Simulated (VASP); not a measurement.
# Sb (P6_3/mmc) in VASP: further runs

The runs below take Sb through single point, with PBEsol.

Program: VASP 6.6.1. These are calculated values, not measurements. Logs are shortened: lines on timing, memory, paths and dates and some standing lists are left out, and cuts for length are marked.

## (1) The cell of the first run

The structure is hexagonal, space group P6_3/mmc (No. 194). The conventional cell has a = 3.330 Å, b = 3.330 Å, c = 5.230 Å, α = 90.00°, β = 90.00°, γ = 120.00°. Sb (site symmetry -6m2) has 12 Sb at 3.25 to 3.33 Å within 4.3 Å.

## (2) Single point, PBEsol

INCAR

```
SYSTEM = Sb
PREC = Accurate ; ENCUT = 500
EDIFF = 1E-6 ; ISMEAR = 1
SIGMA = 0.1 ; LREAL = .FALSE.
LASPH = .TRUE. ; NELM = 120
ALGO = Normal ; ISIF = 2
LWAVE = .FALSE. ; LCHARG = .FALSE.
GGA = PS ; NBANDS = 12
GGA_COMPAT = .FALSE.
```

KPOINTS

```
Automatic mesh
0
G
  11 11 7
  0 0 0
```

POSCAR

```
Sb
1.0
    3.3300000000      0.0000000000      0.0000000000
   -1.6650000000      2.8838650000      0.0000000000
    0.0000000000      0.0000000000      5.2300000000
Sb
2
Direct
    0.3333333333      0.6666666667      0.2500000000
    0.6666666667      0.3333333333      0.7500000000
```

Potentials or basis: VASP PAW PBE potentials, release 64 (Sb).

Started as:

```
> cat potpaw_PBE.64/Sb/POTCAR > POTCAR
> mpirun -np 1 vasp_std > vasp.out
```

OUTCAR:

```text
SYSTEM = Sb
   PREC = Accurate
   ENCUT = 500
   EDIFF = 1E-6
   ISMEAR = 1
   LREAL = .FALSE.
   LASPH = .TRUE.
   NELM = 120
   ISIF = 2
   GGA = PS

 ion  position               nearest neighbor table
   1  0.333  0.667  0.250-   2 3.25   2 3.25   2 3.25   2 3.25   2 3.25   2 3.25
   2  0.667  0.333  0.750-   1 3.25   1 3.25   1 3.25   1 3.25   1 3.25   1 3.25

  LATTYP: Found a hexagonal cell.
 ALAT       =     3.3300000000
 C/A-ratio  =     1.5705705706

  Lattice vectors:

 A1 = (   3.3300000000,   0.0000000000,   0.0000000000)
 A2 = (  -1.6650000000,   2.8838650000,   0.0000000000)
 A3 = (   0.0000000000,   0.0000000000,   5.2300000000)

Analysis of symmetry for initial positions (statically):
=====================================================================
 Subroutine PRICEL returns:
 Original cell was already a primitive cell.

 Routine SETGRP: Setting up the symmetry group for a
 hexagonal supercell.

 Subroutine GETGRP returns: Found 24 space group operations
 (whereof 12 operations were pure point group operations)
 out of a pool of 24 trial point group operations.

The static configuration has the point symmetry D_3d.
 The point group associated with its full space group is D_6h.

Analysis of symmetry for dynamics (positions and initial velocities):
=====================================================================
 Subroutine PRICEL returns:
 Original cell was already a primitive cell.

 Routine SETGRP: Setting up the symmetry group for a
 hexagonal supercell.

 Subroutine GETGRP returns: Found 24 space group operations
 (whereof 12 operations were pure point group operations)
 out of a pool of 24 trial point group operations.

The dynamic configuration has the point symmetry D_3d.
 The point group associated with its full space group is D_6h.

 Subroutine INISYM returns: Found 24 space group operations
 (whereof 12 operations are pure point group operations),
 and found     1 'primitive' translations

----------------------------------------------------------------------------------------

                                     Primitive cell

  volume of cell :      50.2251

  direct lattice vectors                    reciprocal lattice vectors
     3.330000000  0.000000000  0.000000000     0.300300300  0.173378435  0.000000000
    -1.665000000  2.883865000  0.000000000     0.000000000  0.346756870  0.000000000
     0.000000000  0.000000000  5.230000000     0.000000000  0.000000000  0.191204589

  length of vectors
     3.330000000  3.330000351  5.230000000     0.346756906  0.346756870  0.191204589

  position of ions in fractional coordinates (direct lattice)
     0.333333333  0.666666667  0.250000000
     0.666666667  0.333333333  0.750000000

  ion indices of the primitive-cell ions
   primitive index   ion index
                 1           1
                 2           2

----------------------------------------------------------------------------------------

 KPOINTS: Automatic mesh

Automatic generation of k-mesh.
 Grid dimensions read from file:
 generate k-points for:   11   11    7

 Generating k-lattice:

  Cartesian coordinates                     Fractional coordinates (reciprocal lattice)
     0.027300027  0.015761676  0.000000000     0.090909091 -0.000000000  0.000000000
     0.000000000  0.031523352  0.000000000     0.000000000  0.090909091  0.000000000
     0.000000000  0.000000000  0.027314941     0.000000000  0.000000000  0.142857143

  Length of vectors
     0.031523355  0.031523352  0.027314941

  Shift w.r.t. Gamma in fractional coordinates (k-lattice)
     0.000000000  0.000000000  0.000000000

 Subroutine IBZKPT returns following result:
 ===========================================

 Found     64 irreducible k-points:

 Following reciprocal coordinates:
            Coordinates               Weight
  0.000000  0.000000  0.000000      1.000000
  0.090909  0.000000  0.000000      6.000000
  0.181818  0.000000  0.000000      6.000000
  0.272727  0.000000  0.000000      6.000000
  0.363636  0.000000  0.000000      6.000000
  0.454545 -0.000000  0.000000      6.000000
[... 16 lines left out ...]
  0.090909  0.090909  0.142857     12.000000
  0.181818  0.090909  0.142857     24.000000
 [... further k-points ...]
   k-points           NKPTS =     64   k-points in BZ     NKDIM =     64   number of bands    NBANDS=     12
   number of dos      NEDOS =    301   number of ions     NIONS =      2
   total plane-waves  NPLWV =  23040
   dimension x,y,z NGX =    24 NGY =   24 NGZ =   40
   dimension x,y,z NGXF=    48 NGYF=   48 NGZF=   80
   ions per type =               2
   NGX,Y,Z   is equivalent  to a cutoff of  11.98, 11.98, 12.71 a.u.
   NGXF,Y,Z  is equivalent  to a cutoff of  23.96, 23.96, 25.43 a.u.
 SYSTEM =  Sb
   PREC   = accura    normal or accurate (medium, high low for compatibility)
   ISTART =      0    job   : 0-new  1-cont  2-samecut
   ICHARG =      2    charge: 1-file 2-atom 10-const
   ISPIN  =      1    spin polarized calculation?
   LNONCOLLINEAR =      F non collinear calculations
   LSORBIT =      F    spin-orbit coupling
   LASPH  =      T    aspherical Exc in radial PAW
   ENCUT  =  500.0 eV  36.75 Ry    6.06 a.u.   6.07  6.07  9.54*2*pi/ulx,y,z
   NELM   =    120;   NELMIN=  2; NELMDL= -5     # of ELM steps
   EDIFF  = 0.1E-05   stopping-criterion for ELM
   LREAL  =      F    real-space projection
   EDIFFG = 0.1E-04   stopping-criterion for IOM
   NSW    =      0    number of steps for IOM
   IBRION =     -1    ionic relax: 0-MD 1-quasi-New 2-CG
   NFREE  =      0    steps in history (QN), initial steepest desc. (CG)
   ISIF   =      2    stress and relaxation
   ISYM   =      2    0-nonsym 1-usesym 2-fastsym
   POTIM  = 0.5000    time-step for ionic-motion
   TEBEG  =    0.0;   TEEND  =   0.0 temperature during run
   PSTRESS=    0.0 pullay stress
   NELECT =      10.0000    total number of electrons
   NUPDOWN=      -1.0000    fix difference up-down
   EMIN   =  10.00;   EMAX   =-10.00  energy-range for DOS
   EFERMI =   0.00;   METHOD = LEGACY
   ISMEAR =     1;   SIGMA  =   0.10  broadening in eV -4-tet -1-fermi 0-gaus
   EFERMI_NEDOS =   21; number of points for ismear=-14 and -15
   IALGO  =     38    algorithm
   IMIX   =      4    mixing-type and parameters
     AMIX     =   0.40;   BMIX     =  1.00
     AMIX_MAG =   1.60;   BMIX_MAG =  1.00
  volume/ion in A,a.u.               =      25.11       169.47
  Fermi-wavevector in a.u.,A,eV,Ry     =   0.955949  1.806481 12.433517  0.913838
  Thomas-Fermi vector in A             =   2.084833
   LORBIT       =      0    0 simple, 1 ext, 2 COOP (PROOUT), +10 PAW based schemes
   GGA     = PS    functional components
   LHFCALC =     F    Hartree Fock is set to
   AEXX    =    0.0000 exact exchange contribution
   IVDW    =     0    specifies the selected vdW correction
   LEPSILON=     F    determine dielectric tensor
   LRPA    =     F    only Hartree local field effects (RPA)
 non-spin polarized calculation
 Methfessel and Paxton  Order N= 1 SIGMA  =   0.10
  energy-cutoff  :      500.00
  volume of cell :       50.23
 maximum number of plane-waves:      1300
   NGX = 13   NGY = 13   NGZ = 19

 number of electron      10.0000000 magnetization

 Free energy of the ion-electron system (eV)
  ---------------------------------------------------
  ext. energy  EPLUGINS =         0.00000000
  ---------------------------------------------------
  free energy    TOTEN  =        -8.65132382 eV

  energy without entropy =       -8.65113680  energy(sigma->0) =       -8.65126148

 E-fermi :   9.4119     XC(G=0): -10.6360

 val. band max:        9.3925345220   @ k =   0.1818   0.0000   0.2857
 cond. band min:       9.4151054447   @ k =   0.4545  -0.0000   0.0000
 fundamental gap:      0.0225709227
 Fermi energy:         9.4119170911

 k-point     1 :       0.0000    0.0000    0.0000
  band No.  band energies     occupation
      1      -4.1988      2.00000
      2       0.3725      2.00000
      3       3.1057      2.00000
      4      12.7491      0.00000
      5      12.7491      0.00000
      6      14.6684      0.00000
      7      14.6684      0.00000
      8      15.8607      0.00000
      9      16.8330      0.00000
     10      18.1436      0.00000
     11      19.4048      0.00000
     12      19.4048      0.00000

 k-point     2 :       0.0909    0.0000    0.0000
  band No.  band energies     occupation
      1      -4.0483      2.00000
      2       0.5024      2.00000
      3       3.2634      2.00000
      4      11.2960     -0.00000
      5      12.1824      0.00000
      6      13.9285      0.00000
      7      14.8733      0.00000
      8      15.5338      0.00000
      9      17.1994      0.00000
     10      18.0862      0.00000
     11      19.3798      0.00000
     12      19.7564      0.00000

 k-point     3 :       0.1818    0.0000    0.0000
  band No.  band energies     occupation
      1      -3.5984      2.00000
      2       0.8790      2.00000
      3       3.7318      2.00000
      4       8.8768      2.00000
      5      11.2147     -0.00000
      6      12.2755      0.00000
      7      14.4013      0.00000
      8      14.7138      0.00000
      9      15.7129      0.00000
     10      18.5773      0.00000
     11      19.2194      0.00000
     12      19.7418      0.00000

 k-point     4 :       0.2727    0.0000    0.0000
  band No.  band energies     occupation
      1      -2.8574      2.00000
      2       1.4328      2.00000
      3       4.4940      2.00000
      4       6.5843      2.00000
      5      10.2946     -0.00000
      6      10.3524     -0.00000
      7      12.6684      0.00000
      8      14.1691      0.00000
      9      14.5541      0.00000
     10      17.7923      0.00000
     11      18.8956      0.00000
     12      19.0975      0.00000

 k-point     5 :       0.3636    0.0000    0.0000
  band No.  band energies     occupation
      1      -1.8533      2.00000
      2       1.8205      2.00000
      3       4.9645      2.00000
      4       5.5032      2.00000
      5       8.3345      2.00000
      6       9.7347     -0.00005
      7      10.8411     -0.00000
      8      13.6568      0.00000
      9      13.8576      0.00000
     10      17.2530      0.00000
     11      18.5236      0.00000
     12      18.6668      0.00000
[... 228 lines left out ...]
      1      -1.7423      2.00000
      2       1.4858      2.00000
      3       4.5273      2.00000
      4       6.5918      2.00000
      5       7.7310      2.00000
      6       9.8565     -0.00000
      7      11.4635      0.00000
      8      13.2755      0.00000
      9      14.0190      0.00000
     10      16.5237      0.00000
     11      18.7411      0.00000
     12      19.1927      0.00000

 k-point    22 :       0.4545   -0.0000    0.1429
  band No.  band energies     occupation
      1      -0.6316      2.00000
      2       1.2458      2.00000
      3       4.2251      2.00000
      4       6.0955      2.00000
      5       7.5209      2.00000
      6       9.5382     -0.07050
      7      10.1067     -0.00000
      8      12.9856      0.00000
      9      13.6584      0.00000
     10      16.2451      0.00000
     11      18.9587      0.00000
     12      18.9807      0.00000

 k-point    23 :       0.0909    0.0909    0.1429
  band No.  band energies     occupation
      1      -3.6334      2.00000
      2       0.1131      2.00000
      3       4.4354      2.00000
      4       9.9310     -0.00000
      5      10.8642     -0.00000
      6      13.0008      0.00000
      7      14.0087      0.00000
      8      14.5246      0.00000
      9      17.0981      0.00000
     10      17.3351      0.00000
     11      18.7074      0.00000
     12      19.2804      0.00000

 k-point    24 :       0.1818    0.0909    0.1429
  band No.  band energies     occupation
      1      -3.0380      2.00000
      2       0.6333      2.00000
      3       4.9572      2.00000
      4       7.8661      2.00000
      5       9.5169     -0.05910
      6      11.2793     -0.00000
      7      13.1035      0.00000
      8      13.8638      0.00000
      9      16.1640      0.00000
     10      17.4648      0.00000
     11      18.4199      0.00000
     12      18.8615      0.00000

 [... further k-points ...]
[... 5 lines left out ...]
  --------------------------------------------------------------------------------------
  -------------------------------------------------------------------------------------
  Total        0.8066283      0.8066285      0.9731962      0.0000000      0.0000000     -0.0000000
  in kB       25.7313866     25.7313938     31.0448898      0.0000000      0.0000000     -0.0000000
  external PRESSURE =      27.5025567 kB  Pullay stress =       0.0000000 kB

 VOLUME and BASIS-vectors are now :
 -----------------------------------------------------------------------------
  energy-cutoff  :      500.00
  volume of cell :       50.23
      direct lattice vectors                 reciprocal lattice vectors
     3.330000000  0.000000000  0.000000000     0.300300300  0.173378435  0.000000000
    -1.665000000  2.883865000  0.000000000     0.000000000  0.346756870  0.000000000
     0.000000000  0.000000000  5.230000000     0.000000000  0.000000000  0.191204589

 POSITION                                       TOTAL-FORCE (eV/Angst)
 -----------------------------------------------------------------------------------
     -0.00000      1.92258      1.30750         0.000000      0.000000      0.000000
      1.66500      0.96129      3.92250        -0.000000     -0.000000      0.000000
 -----------------------------------------------------------------------------------
    total drift:                               -0.000000      0.000000      0.000000

  FREE ENERGIE OF THE ION-ELECTRON SYSTEM (eV)
  ---------------------------------------------------
  free  energy   TOTEN  =        -8.6513238249 eV

  energy  without entropy=       -8.6511368010  energy(sigma->0) =       -8.65126148
```

It took 33 s on 1 thread of AMD EPYC 7R13, shared host; peak memory 0.14 GiB.

Results:

```yaml
Free_energy: -8.6513 eV
Pressure: 2.8 GPa
Band_gap_on_the_k_mesh: zero (band 5 reaches 13.49 eV, above the bottom of band 6 at 6.59 eV)
```

Stress tensor (GPa, compression positive):
```
2.57 0.00 0.00
0.00 2.57 0.00
0.00 0.00 3.10
```

Caveat: the PAW data sets were made with another functional, which shifts forces and pressure a little; spin-orbit coupling is left out, which moves the levels of the heavy elements.

## (3) Single point, PBEsol

INCAR

```
PREC     = Accurate       # precision mode
ENCUT    = 500            # plane-wave cutoff, eV
EDIFF    = 1E-6           # SCF threshold, eV
ISMEAR   = 1              # smearing method
SIGMA    = 0.1            # smearing width, eV
LREAL    = False          # projectors in reciprocal space
LASPH    = True           # aspherical terms in the spheres
NELM     = 120            # most SCF steps
ALGO     = Normal         # electronic algorithm
ISIF     = 2              # what is computed and relaxed
LWAVE    = False          # write WAVECAR
LCHARG   = False          # write CHGCAR
GGA      = PS             # functional
NBANDS   = 12             # bands
GGA_COMPAT= False
```

KPOINTS

```
regular mesh
0
Gamma
  11 11 7
```

POSCAR is that of step 2.

Potentials or basis: VASP PAW PBE potentials, release 64 (Sb).

Started as:

```
> cat potpaw_PBE.64/Sb/POTCAR > POTCAR
> mpirun -np 1 vasp_std > vasp.out
```

It took 32 s on 1 thread of AMD EPYC 7R13, shared host; peak memory 0.14 GiB.

It converged, with:

| Property | Result |
| --- | --- |
| Free energy | -8.6513 eV |
| Pressure | 2.8 GPa |
| Band gap on the k mesh | zero (band 5 reaches 13.49 eV, above the bottom of band 6 at 6.59 eV) |

Stress tensor (GPa, compression positive):
```
2.57 0.00 0.00
0.00 2.57 0.00
0.00 0.00 3.10
```

Levels at points of the mesh, in eV from the Fermi level:
| k point | band 2 | band 3 | band 4 | band 5 | band 6 | band 7 | band 8 | band 9 |
| --- | --- | --- | --- | --- | --- | --- | --- | --- |
| (0.00, 0.00, 0.00) | -9.04 | -6.31 | 3.34 | 3.34 | 5.26 | 5.26 | 6.45 | 7.42 |

Caveat: the PAW data sets were made with another functional, which shifts forces and pressure a little; spin-orbit coupling is left out, which moves the levels of the heavy elements.
